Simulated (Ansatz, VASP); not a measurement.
Si in VASP and in Ansatz

```xyz
2
Lattice="0.0000 2.7220 2.7220 2.7220 0.0000 2.7220 2.7220 2.7220 0.0000" Properties=species:S:1:pos:R:3 pbc="T T T"
Si    0.0000    0.0000    0.0000
Si    1.3610    1.3610    1.3610
```

Alike in both runs: functional r2SCAN; k mesh 10 × 10 × 10; occupations gaussian, width 0.02 eV; no spin polarisation.

Ansatz relaxed the structure, and its values are those at the end. VASP's run is a single point on that final structure, the one shown.

|  | VASP | Ansatz |
| --- | --- | --- |
| version | VASP 6.6.1 | Ansatz 0.2.0 |
| potentials or method | VASP PAW PBE potentials, release 64 (Si), cutoff 550 eV | scalar-relativistic, plane waves, PAW |
| valence electrons in the cell | 8 | 8 |

VASP gave:

```
gap on the k mesh at the Fermi level (eV) : 0.79
least direct gap on the mesh (eV)         : 2.76
pressure (GPa)                            : -0.2
```

Q: Which values does Ansatz return?

A: gap on the k mesh at the Fermi level (eV): 0.78; least direct gap on the mesh (eV): 2.74; pressure (GPa): 0.0.

VASP's potentials were made for PBE, not for r2SCAN.
